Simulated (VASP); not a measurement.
# Si3N4 (Fd-3m) in VASP: notebook

Runs on Si3N4. Level: LDA. Tasks: single point, relaxation of cell and atoms.

Everything below comes from runs of VASP 6.6.1. Logs are shortened: lines on timing, memory, paths and dates and some standing lists are left out, and cuts for length are marked.

## (1) The cell of the first run

It takes space group Fd-3m (No. 227, cubic). The conventional cell has a = 7.688 Å, b = 7.688 Å, c = 7.688 Å, α = 90.00°, β = 90.00°, γ = 90.00°. Within 2.5 Å of Si (site symmetry -3m) lie 6 N at 1.87 Å. Within 2.3 Å of Si (site symmetry -43m) lie 4 N at 1.76 Å. N (site symmetry 3m) has 4 Si at 1.76 to 1.87 Å within 2.3 Å.

## (2) Single point, LDA

File INCAR:

```
  ALGO = Normal
  EDIFF = 1E-7
  ENCUT = 520
  ISIF = 2
  ISMEAR = 0
  LASPH = True
  LCHARG = False
  LREAL = False
  LWAVE = False
  NBANDS = 45
  NELM = 60
  PREC = Accurate
  SIGMA = 0.1
```

File KPOINTS:

```
k-points
0
Gamma
  4 4 4
```

File POSCAR:

```
Si3N4
1.0
    0.0000000000      3.8439113906      3.8439113906
    3.8439113906      0.0000000000      3.8439113906
    3.8439113906      3.8439113906      0.0000000000
Si N
6 8
Direct
    0.6250000000      0.6250000000      0.1250000000
    0.6250000000      0.1250000000      0.6250000000
    0.1250000000      0.6250000000      0.6250000000
    0.6250000000      0.6250000000      0.6250000000
    0.2500000000      0.2500000000      0.2500000000
    0.0000000000      0.0000000000      0.0000000000
    0.8675748384      0.8675748384      0.8675748384
    0.8527245152      0.3824251616      0.3824251616
    0.3824251616      0.3824251616      0.8527245152
    0.3824251616      0.8527245152      0.3824251616
    0.8675748384      0.8675748384      0.3972754848
    0.8675748384      0.3972754848      0.8675748384
    0.3824251616      0.3824251616      0.3824251616
    0.3972754848      0.8675748384      0.8675748384
```

Potentials or basis: VASP PAW LDA potentials, release 64 (Si, N).

Run with:

```
> cat potpaw_LDA.64/Si/POTCAR potpaw_LDA.64/N/POTCAR > POTCAR
> mpirun -np 1 vasp_std > vasp.out
```

OUTCAR:

```text
EDIFF = 1E-7
   ENCUT = 520
   ISIF = 2
   ISMEAR = 0
   LASPH = True
   LREAL = False
   NELM = 60
   PREC = Accurate

 ion  position               nearest neighbor table
   1  0.625  0.625  0.125-   8 1.87  10 1.87  12 1.87  14 1.87  13 1.87   7 1.87   4 2.72   2 2.72
                             3 2.72   4 2.72   2 2.72   3 2.72
   2  0.625  0.125  0.625-   8 1.87  14 1.87  11 1.87   9 1.87  13 1.87   7 1.87   4 2.72   1 2.72
                             1 2.72   3 2.72   4 2.72   3 2.72
   3  0.125  0.625  0.625-  10 1.87  12 1.87  11 1.87   9 1.87   7 1.87  13 1.87   4 2.72   1 2.72
                             2 2.72   1 2.72   2 2.72   4 2.72
   4  0.625  0.625  0.625-   9 1.87  11 1.87  10 1.87   8 1.87  12 1.87  14 1.87   1 2.72   2 2.72
                             3 2.72   1 2.72   2 2.72   3 2.72
   5  0.250  0.250  0.250-  13 1.76   9 1.76  10 1.76   8 1.76
   6  0.000  0.000  0.000-   7 1.76  11 1.76  12 1.76  14 1.76
   7  0.868  0.868  0.868-   6 1.76   2 1.87   3 1.87   1 1.87
   8  0.853  0.382  0.382-   5 1.76   2 1.87   1 1.87   4 1.87
   9  0.382  0.382  0.853-   5 1.76   3 1.87   2 1.87   4 1.87
  10  0.382  0.853  0.382-   5 1.76   3 1.87   1 1.87   4 1.87
  11  0.868  0.868  0.397-   6 1.76   3 1.87   2 1.87   4 1.87
  12  0.868  0.397  0.868-   6 1.76   3 1.87   1 1.87   4 1.87
  13  0.382  0.382  0.382-   5 1.76   2 1.87   3 1.87   1 1.87
  14  0.397  0.868  0.868-   6 1.76   2 1.87   1 1.87   4 1.87

  LATTYP: Found a face centered cubic cell.
 ALAT       =     7.6878227812

  Lattice vectors:

 A1 = (   0.0000000000,   3.8439113906,   3.8439113906)
 A2 = (   3.8439113906,   0.0000000000,   3.8439113906)
 A3 = (   3.8439113906,   3.8439113906,   0.0000000000)

Analysis of symmetry for initial positions (statically):
=====================================================================
 Subroutine PRICEL returns:
 Original cell was already a primitive cell.

 Routine SETGRP: Setting up the symmetry group for a
 face centered cubic supercell.

 Subroutine GETGRP returns: Found 48 space group operations
 (whereof 24 operations were pure point group operations)
 out of a pool of 48 trial point group operations.

The static configuration has the point symmetry T_d .
 The point group associated with its full space group is O_h .

Analysis of symmetry for dynamics (positions and initial velocities):
=====================================================================
 Subroutine PRICEL returns:
 Original cell was already a primitive cell.

 Routine SETGRP: Setting up the symmetry group for a
 face centered cubic supercell.

 Subroutine GETGRP returns: Found 48 space group operations
 (whereof 24 operations were pure point group operations)
 out of a pool of 48 trial point group operations.

The dynamic configuration has the point symmetry T_d .
 The point group associated with its full space group is O_h .

 Subroutine INISYM returns: Found 48 space group operations
 (whereof 24 operations are pure point group operations),
 and found     1 'primitive' translations

----------------------------------------------------------------------------------------

                                     Primitive cell

  volume of cell :     113.5926

  direct lattice vectors                    reciprocal lattice vectors
     0.000000000  3.843911391  3.843911391    -0.130075839  0.130075839  0.130075839
     3.843911391  0.000000000  3.843911391     0.130075839 -0.130075839  0.130075839
     3.843911391  3.843911391  0.000000000     0.130075839  0.130075839 -0.130075839

  length of vectors
     5.436111621  5.436111621  5.436111621     0.225297962  0.225297962  0.225297962

  position of ions in fractional coordinates (direct lattice)
     0.625000000  0.625000000  0.125000000
     0.625000000  0.125000000  0.625000000
     0.125000000  0.625000000  0.625000000
     0.625000000  0.625000000  0.625000000
     0.250000000  0.250000000  0.250000000
     0.000000000  0.000000000  0.000000000
     0.867574838  0.867574838  0.867574838
     0.852724515  0.382425162  0.382425162
     0.382425162  0.382425162  0.852724515
     0.382425162  0.852724515  0.382425162
     0.867574838  0.867574838  0.397275485
     0.867574838  0.397275485  0.867574838
     0.382425162  0.382425162  0.382425162
     0.397275485  0.867574838  0.867574838

[... 29 lines left out ...]
     0.032518960 -0.032518960  0.032518960     0.000000000  0.250000000  0.000000000
     0.032518960  0.032518960 -0.032518960     0.000000000  0.000000000  0.250000000

  Length of vectors
     0.056324491  0.056324491  0.056324491

  Shift w.r.t. Gamma in fractional coordinates (k-lattice)
     0.000000000  0.000000000  0.000000000

 Subroutine IBZKPT returns following result:
 ===========================================

 Found      8 irreducible k-points:

 Following reciprocal coordinates:
            Coordinates               Weight
  0.000000  0.000000  0.000000      1.000000
  0.250000  0.000000  0.000000      8.000000
  0.500000  0.000000  0.000000      4.000000
  0.250000  0.250000  0.000000      6.000000
  0.500000  0.250000  0.000000     24.000000
 -0.250000  0.250000  0.000000     12.000000
  0.500000  0.500000  0.000000      3.000000
 -0.250000  0.500000  0.250000      6.000000
   k-points           NKPTS =      8   k-points in BZ     NKDIM =      8   number of bands    NBANDS=     45
   number of dos      NEDOS =    301   number of ions     NIONS =     14
   total plane-waves  NPLWV =  64000
   dimension x,y,z NGX =    40 NGY =   40 NGZ =   40
   dimension x,y,z NGXF=    80 NGYF=   80 NGZF=   80
   ions per type =               6   8
   NGX,Y,Z   is equivalent  to a cutoff of  12.23, 12.23, 12.23 a.u.
   NGXF,Y,Z  is equivalent  to a cutoff of  24.47, 24.47, 24.47 a.u.
 SYSTEM =  unknown system
   PREC   = accura    normal or accurate (medium, high low for compatibility)
   ISTART =      0    job   : 0-new  1-cont  2-samecut
   ICHARG =      2    charge: 1-file 2-atom 10-const
   ISPIN  =      1    spin polarized calculation?
   LNONCOLLINEAR =      F non collinear calculations
   LSORBIT =      F    spin-orbit coupling
   LASPH  =      T    aspherical Exc in radial PAW
   ENCUT  =  520.0 eV  38.22 Ry    6.18 a.u.  10.11 10.11 10.11*2*pi/ulx,y,z
   NELM   =     60;   NELMIN=  2; NELMDL= -5     # of ELM steps
   EDIFF  = 0.1E-06   stopping-criterion for ELM
   LREAL  =      F    real-space projection
   EDIFFG = 0.1E-05   stopping-criterion for IOM
   NSW    =      0    number of steps for IOM
   IBRION =     -1    ionic relax: 0-MD 1-quasi-New 2-CG
   NFREE  =      0    steps in history (QN), initial steepest desc. (CG)
   ISIF   =      2    stress and relaxation
   ISYM   =      2    0-nonsym 1-usesym 2-fastsym
   POTIM  = 0.5000    time-step for ionic-motion
   TEBEG  =    0.0;   TEEND  =   0.0 temperature during run
   PSTRESS=    0.0 pullay stress
   NELECT =      64.0000    total number of electrons
   NUPDOWN=      -1.0000    fix difference up-down
   EMIN   =  10.00;   EMAX   =-10.00  energy-range for DOS
   EFERMI =   0.00;   METHOD = LEGACY
   ISMEAR =     0;   SIGMA  =   0.10  broadening in eV -4-tet -1-fermi 0-gaus
   EFERMI_NEDOS =   21; number of points for ismear=-14 and -15
   IALGO  =     38    algorithm
   IMIX   =      4    mixing-type and parameters
     AMIX     =   0.40;   BMIX     =  1.00
     AMIX_MAG =   1.60;   BMIX_MAG =  1.00
  volume/ion in A,a.u.               =       8.11        54.75
  Fermi-wavevector in a.u.,A,eV,Ry     =   1.352129  2.555153 24.874889  1.828253
  Thomas-Fermi vector in A             =   2.479493
   LORBIT       =      0    0 simple, 1 ext, 2 COOP (PROOUT), +10 PAW based schemes
   GGA     = CA    functional components
   LHFCALC =     F    Hartree Fock is set to
   AEXX    =    0.0000 exact exchange contribution
   IVDW    =     0    specifies the selected vdW correction
   LEPSILON=     F    determine dielectric tensor
   LRPA    =     F    only Hartree local field effects (RPA)
 non-spin polarized calculation
 Gauss-broadening in eV      SIGMA  =   0.10
  energy-cutoff  :      520.00
  volume of cell :      113.59
 maximum number of plane-waves:      3119
   NGX = 21   NGY = 21   NGZ = 21

 number of electron      64.0000005 magnetization

 Free energy of the ion-electron system (eV)
  ---------------------------------------------------
  ext. energy  EPLUGINS =         0.00000000
  ---------------------------------------------------
  free energy    TOTEN  =      -125.55350189 eV

  energy without entropy =     -125.55350189  energy(sigma->0) =     -125.55350189

 E-fermi :  10.0115     XC(G=0): -12.6788

 val. band max:        9.4813804744   @ k =   0.0000   0.0000   0.0000
 cond. band min:      12.8657331903   @ k =   0.0000   0.0000   0.0000
 fundamental gap:      3.3843527159
 Fermi energy:        10.0115073495

 k-point     1 :       0.0000    0.0000    0.0000
  band No.  band energies     occupation
      1      -9.5159      2.00000
      2      -6.0259      2.00000
      3      -5.0498      2.00000
      4      -5.0498      2.00000
      5      -5.0498      2.00000
      6      -4.0009      2.00000
[... 365 lines left out ...]
     43      19.7027      0.00000
     44      19.7027      0.00000
 [bands above 44 left out]

------------------------ aborting loop because EDIFF is reached ----------------------------------------

  FORCE on cell =-STRESS in cart. coord.  units (eV):
  Direction    XX          YY          ZZ          XY          YZ          ZX
  --------------------------------------------------------------------------------------
  -------------------------------------------------------------------------------------
  Total        0.7934109      0.7934109      0.7934109     -0.0000000     -0.0000000     -0.0000000
  in kB       11.1907359     11.1907359     11.1907359     -0.0000000     -0.0000000     -0.0000000
  external PRESSURE =      11.1907359 kB  Pullay stress =       0.0000000 kB

 VOLUME and BASIS-vectors are now :
 -----------------------------------------------------------------------------
  energy-cutoff  :      520.00
  volume of cell :      113.59
      direct lattice vectors                 reciprocal lattice vectors
     0.000000000  3.843911391  3.843911391    -0.130075839  0.130075839  0.130075839
     3.843911391  0.000000000  3.843911391     0.130075839 -0.130075839  0.130075839
     3.843911391  3.843911391  0.000000000     0.130075839  0.130075839 -0.130075839

 POSITION                                       TOTAL-FORCE (eV/Angst)
 -----------------------------------------------------------------------------------
      2.88293      2.88293      4.80489        -0.000000     -0.000000     -0.000000
      2.88293      4.80489      2.88293        -0.000000     -0.000000     -0.000000
      4.80489      2.88293      2.88293        -0.000000     -0.000000     -0.000000
      4.80489      4.80489      4.80489        -0.000000     -0.000000     -0.000000
      1.92196      1.92196      1.92196        -0.000000     -0.000000     -0.000000
      0.00000      0.00000      0.00000        -0.000000     -0.000000     -0.000000
      6.66976      6.66976      6.66976         0.008724      0.008724      0.008724
      2.94002      4.74781      4.74781        -0.008724      0.008724      0.008724
      4.74781      4.74781      2.94002         0.008724      0.008724     -0.008724
      4.74781      2.94002      4.74781         0.008724     -0.008724      0.008724
      4.86197      4.86197      6.66976        -0.008724     -0.008724      0.008724
      4.86197      6.66976      4.86197        -0.008724      0.008724     -0.008724
      2.94002      2.94002      2.94002        -0.008724     -0.008724     -0.008724
      6.66976      4.86197      4.86197         0.008724     -0.008724     -0.008724
 -----------------------------------------------------------------------------------
    total drift:                               -0.000000     -0.000000     -0.000000

  FREE ENERGIE OF THE ION-ELECTRON SYSTEM (eV)
  ---------------------------------------------------
  free  energy   TOTEN  =      -125.5535018904 eV

  energy  without entropy=     -125.5535018904  energy(sigma->0) =     -125.55350189
```

Wall time 46 s (1 thread of Intel Xeon Platinum 8488C (Sapphire Rapids), shared host); peak memory 0.19 GiB.

What came out:

```yaml
Free_energy: -125.5535 eV
Pressure: 1.1 GPa
Largest_force: 0.015 eV/Å
Band_gap_on_the_k_mesh: 3.38 eV
```

Forces on the atoms (eV/Å):
```
Si   0.000  0.000  0.000
Si   0.000  0.000  0.000
Si   0.000  0.000  0.000
Si   0.000  0.000  0.000
Si   0.000  0.000  0.000
Si   0.000  0.000  0.000
N    0.009  0.009  0.009
N   -0.009  0.009  0.009
N    0.009  0.009 -0.009
N    0.009 -0.009  0.009
N   -0.009 -0.009  0.009
N   -0.009  0.009 -0.009
N   -0.009 -0.009 -0.009
N    0.009 -0.009 -0.009
```

(Continued in part 2 of 3.)
